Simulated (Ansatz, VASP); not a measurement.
This is a calculation of NiO for Ansatz 0.2.0.

The input input.yaml:

```yaml
crystal:
  lattice:
    - [0.0, 2.1026158713, 2.1026158713]
    - [2.1026158713, 0.0, 2.1026158713]
    - [2.1026158713, 2.1026158713, 0.0]
  atoms:
    - { symbol: Ni, position: [0.0, 0.0, 0.0], spin: 1.0 }
    - { symbol: O, position: [0.75, 0.75, 0.75] }
kpoints:
  mp_grid: { grid: [11, 11, 11] }
scf:
  occupations: { method: fermi_dirac, width: 0.05 }
hamiltonian:
  xc: pbe
  pseudopotentials: { kind: all_electron, lapw: { basis_error: 0.0005 } }
magnetization:
  spin_polarized: true
output:
  forces: true
  stress: true
  eigenvalues: true
```

Potentials or basis: all-electron LAPW, scalar-relativistic.

The run is started by

```console
$ ansatz run input.yaml --threads 2 --pin off --max-ram 6144MiB --backend cpu --events-out ev --progress --plain --runs-dir out
```

Question: Set up the same calculation for VASP 6.6.1. Potentials there: VASP PAW PBE potentials, release 64 (Ni, O).

Answer: As run (the cutoff follows the program's own potentials):

Contents of INCAR:

```
SYSTEM = NiO
PREC = Accurate
ENCUT = 520
EDIFF = 1E-6
ISMEAR = -1
SIGMA = 0.05
LREAL = .FALSE.
LASPH = .TRUE.
NELM = 150
ALGO = Normal
ISIF = 2
LWAVE = .FALSE.
LCHARG = .TRUE.
ISPIN = 2
MAGMOM = 1 0
LORBIT = 11
LMAXMIX = 4
GGA = PE
LELF = .TRUE.
LVHAR = .TRUE.
NBANDS = 19
```

File KPOINTS:

```
Automatic mesh
0
G
  11 11 11
  0 0 0
```

POSCAR

```
NiO
1.0
    0.0000000000      2.1026158713      2.1026158713
    2.1026158713      0.0000000000      2.1026158713
    2.1026158713      2.1026158713      0.0000000000
Ni O
1 1
Direct
    0.0000000000      0.0000000000      0.0000000000
    0.7500000000      0.7500000000      0.7500000000
```

Potentials or basis: VASP PAW PBE potentials, release 64 (Ni, O).

Launch:

```bash
$ cat potpaw_PBE.64/Ni/POTCAR potpaw_PBE.64/O/POTCAR > POTCAR
$ mpirun -np 1 vasp_std > vasp.out
```

Both were run:

|  | VASP | Ansatz | Ansatz less VASP |
| --- | --- | --- | --- |
| gap on the k mesh at the Fermi level (eV) | none | none | - |
| pressure (GPa) | 40.8 | 40.9 | +0.12 |
| net moment per atom (μB) | 0.66 | 0.70 | +0.043 |
| size of the moment on the site where the two differ most (μB) | 1.04 | 1.11 | +0.065 |

Site moments also hang on the region over which each program counts them. A gap of «none» marks a metal or a gap that the smearing closes. Both programs put the cell under a high pressure, so it lies far from rest at this level. Ansatz ran all-electron here, and VASP with PAW potentials.
